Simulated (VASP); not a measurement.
# ZnS (R3m) in VASP: a series of runs, part 2 of 2

VASP 6.6.1. Earlier steps stand in the parts before.

## 4. Single point, r2SCAN (strain -0.0400 x Voigt [1, 1, 0, 0, 0, 0])

POSCAR reads:

```
ZnS
1.0
    1.8274848229      1.0550988544      9.3541347981
   -1.8274848229      1.0550988544      9.3541347981
    0.0000000000     -2.1101977088      9.3541347981
Zn S
3 3
Direct
    0.9999789175      0.9999789175      0.9999789175
    0.2222813884      0.2222813884      0.2222813884
    0.4445836769      0.4445836769      0.4445836769
    0.0832619666      0.0832619666      0.0832619666
    0.5278285134      0.5278285134      0.5278285134
    0.3053915373      0.3053915373      0.3053915373
```

INCAR.step1 reads:

```
PREC = Accurate ; ENCUT = 520
ISMEAR = 0 ; SIGMA = 0.05
LREAL = False ; LASPH = True
NELM = 100 ; NBANDS = 36
GGA = PE ; ALGO = Normal
EDIFF = 1E-4 ; LWAVE = True
LCHARG = False
```

INCAR.step2 reads:

```
PREC = Accurate ; ENCUT = 520
EDIFF = 1E-7 ; ISMEAR = 0
SIGMA = 0.05 ; LREAL = False
LASPH = True ; NELM = 100
ALGO = Normal ; ISIF = 2
LWAVE = False ; LCHARG = False
METAGGA = R2SCAN ; LMIXTAU = True
NBANDS = 36 ; ISTART = 1
```

KPOINTS reads:

```
regular mesh
0
Gamma
  6 6 6
```

Potentials or basis: VASP PAW PBE potentials, release 64 (Zn, S).

Command:

```sh
$ cat potpaw_PBE.64/Zn/POTCAR potpaw_PBE.64/S/POTCAR > POTCAR
$ cp INCAR.step1 INCAR
$ mpirun -np 1 vasp_std > vasp.out
$ cp INCAR.step2 INCAR
$ mpirun -np 1 vasp_std > vasp.out
```

OUTCAR:

```text
PREC = Accurate
   ENCUT = 520
   EDIFF = 1E-7
   ISMEAR = 0
   LREAL = False
   LASPH = True
   NELM = 100
   ISIF = 2
   METAGGA = R2SCAN
   ISTART = 1

 ion  position               nearest neighbor table
   1  1.000  1.000  1.000-   6 2.25   6 2.25   6 2.25   4 2.34
   2  0.222  0.222  0.222-   5 2.25   5 2.25   5 2.25   6 2.33
   3  0.445  0.445  0.445-   4 2.25   4 2.25   4 2.25   5 2.34
   4  0.083  0.083  0.083-   3 2.25   3 2.25   3 2.25   1 2.34
   5  0.528  0.528  0.528-   2 2.25   2 2.25   2 2.25   3 2.34
   6  0.305  0.305  0.305-   1 2.25   1 2.25   1 2.25   2 2.33

  LATTYP: Found a trigonal (rhomboedric) cell.
 ALAT       =     9.5892008109
 COS(alpha) =     0.9273605200

  Lattice vectors:

 A1 = (   1.8274848229,   1.0550988544,   9.3541347981)
 A2 = (  -1.8274848229,   1.0550988544,   9.3541347981)
 A3 = (   0.0000000000,  -2.1101977088,   9.3541347981)

Analysis of symmetry for initial positions (statically):
=====================================================================
 Subroutine PRICEL returns:
[... 182 lines left out ...]
 cond. band min:       5.8188037178   @ k =   0.0000   0.0000   0.0000
 fundamental gap:      3.0164096378
 Fermi energy:         3.0147131904

 k-point     1 :       0.0000    0.0000    0.0000
  band No.  band energies     occupation
      1     -11.6534      2.00000
      2     -10.9353      2.00000
      3     -10.9264      2.00000
      4      -4.1884      2.00000
      5      -4.1884      2.00000
      6      -4.1648      2.00000
[... 925 lines left out ...]
     35      10.8952      0.00000
     36      12.4336      0.00000

 [... further k-points ...]

------------------------ aborting loop because EDIFF is reached ----------------------------------------

  FORCE on cell =-STRESS in cart. coord.  units (eV):
  Direction    XX          YY          ZZ          XY          YZ          ZX
  --------------------------------------------------------------------------------------
  -------------------------------------------------------------------------------------
  Total        7.0991069      7.0991069      1.9804476      0.0000000      0.0000000      0.0000000
  in kB      105.1023665    105.1023665     29.3205516      0.0000000      0.0000000      0.0000000
  external PRESSURE =      79.8417616 kB  Pullay stress =       0.0000000 kB

 VOLUME and BASIS-vectors are now :
 -----------------------------------------------------------------------------
  energy-cutoff  :      520.00
  volume of cell :      108.22
      direct lattice vectors                 reciprocal lattice vectors
     1.827484823  1.055098854  9.354134798     0.273600083  0.157963082  0.035634865
    -1.827484823  1.055098854  9.354134798    -0.273600083  0.157963082  0.035634865
     0.000000000 -2.110197709  9.354134798     0.000000000 -0.315926164  0.035634865

 POSITION                                       TOTAL-FORCE (eV/Angst)
 -----------------------------------------------------------------------------------
      0.00000      0.00000     28.06181         0.000000      0.000000      0.378181
      0.00000      0.00000      6.23775         0.000000     -0.000000      0.390596
      0.00000      0.00000     12.47609         0.000000     -0.000000      0.381521
      0.00000      0.00000      2.33653         0.000000     -0.000000     -0.382306
      0.00000      0.00000     14.81214         0.000000      0.000000     -0.390077
      0.00000      0.00000      8.57002         0.000000      0.000000     -0.377915
 -----------------------------------------------------------------------------------
    total drift:                               -0.000000     -0.000000     -0.025945

  FREE ENERGIE OF THE ION-ELECTRON SYSTEM (eV)
  ---------------------------------------------------
  free  energy   TOTEN  =       -56.3088215637 eV

  energy  without entropy=      -56.3088215637  energy(sigma->0) =      -56.30882156
```

OUTCAR.step1:

```text
PREC = Accurate
   ENCUT = 520
   ISMEAR = 0
   LREAL = False
   LASPH = True
[... 1172 lines left out ...]
      0.00000      0.00000     12.47609         0.000000      0.000000      0.400378
      0.00000      0.00000      2.33653         0.000000      0.000000     -0.400898
      0.00000      0.00000     14.81214         0.000000      0.000000     -0.410316
      0.00000      0.00000      8.57002         0.000000      0.000000     -0.398282
 -----------------------------------------------------------------------------------
    total drift:                                0.000000     -0.000000     -0.001602

  FREE ENERGIE OF THE ION-ELECTRON SYSTEM (eV)
  ---------------------------------------------------
  free  energy   TOTEN  =       -20.0960436875 eV

  energy  without entropy=      -20.0960436875  energy(sigma->0) =      -20.09604369
```

Run time: 40 min. Hardware: 1 thread of Intel Xeon Platinum 8259CL at 2.50GHz (Skylake/Cascade Lake), shared host; peak memory 0.86 GiB.

What came out:

```
Free energy            : -56.3088 eV
Pressure               : 8.0 GPa
Largest force          : 0.391 eV/Å
Band gap on the k mesh : 3.02 eV, direct
```

Forces on the atoms (eV/Å):
```
Zn   0.000  0.000  0.378
Zn   0.000  0.000  0.391
Zn   0.000  0.000  0.382
S    0.000  0.000 -0.382
S    0.000  0.000 -0.390
S    0.000  0.000 -0.378
```

Stress tensor (GPa, compression positive):
```
10.51  0.00  0.00
 0.00 10.51  0.00
 0.00  0.00  2.93
```

Caveat: the cell differs from its parent crystal (strain -0.0400 x Voigt [1, 1, 0, 0, 0, 0]); the PAW data sets were made with another functional, which shifts forces and pressure a little. A k mesh can miss the band edges.

## 5. The runs side by side

```tsv
cell	gap on the mesh (eV)	pressure (GPa)	largest force (eV/Å)
a = 9.629 Å, angles 23.7°, 6 atoms	2.39	-4.9	0.20
a = 9.599 Å, angles 22.4°, 6 atoms	2.91	3.6	0.16
a = 9.589 Å, angles 22.0°, 6 atoms	3.02	8.0	0.39
```

Alike in all rows: task single point; level r2SCAN; potentials or basis VASP PAW PBE potentials, release 64 (Zn, S); no spin polarisation; k mesh 6 × 6 × 6; cutoff (eV) 520; smearing gaussian 0.05 eV.

Caveats: the PAW data sets were made with another functional, which shifts forces and pressure a little.

Absolute energies hang on the potentials; compare differences alone.
